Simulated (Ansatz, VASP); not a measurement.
## Ti: VASP beside Ansatz

```
Ti
1.0
     2.97269    0.00000    0.00000
    -1.48635    2.57443    0.00000
     0.00000    0.00000    4.70558
Ti
2
Cartesian
  -0.1199 1.7163 1.1764
  1.6063 0.8581 3.5292
```

Change from the starting cell: mode 4 frozen in at -0.117 Å, equal normal strain along x, y and z +0.0250.

Alike in both runs: task single point; functional PBEsol; k mesh 18 × 18 × 10; occupations gaussian, width 0.15 eV; no spin polarisation.

|  | VASP | Ansatz |
| --- | --- | --- |
| version | VASP 6.6.1 | Ansatz 0.2.0 |
| potentials or method | VASP PAW PBE potentials, release 64 (Ti_sv), cutoff 520 eV | scalar-relativistic, plane waves, PAW |
| valence electrons in the cell | 24 | 24 |

VASP gave:

- gap on the k mesh at the Fermi level (eV): none
- pressure (GPa): -8.1
- traceless stress, the component that is largest in VASP (GPa): 2.45
- rms of the force components (eV/Å): 0.174

Q: Estimate Ansatz's values.

A: gap on the k mesh at the Fermi level (eV): none; pressure (GPa): -7.9; traceless stress, the component that is largest in VASP (GPa): 2.49; rms of the force components (eV/Å): 0.175.

VASP's potentials were made for PBE, not for PBEsol, and Ansatz warns of the same on its side. Atom by atom the forces differ by 0.001 eV/Å (rms over components). A gap of «none» marks a metal or a gap that the smearing closes. With one functional, cell and mesh, what is left measures potentials, basis and numerics.
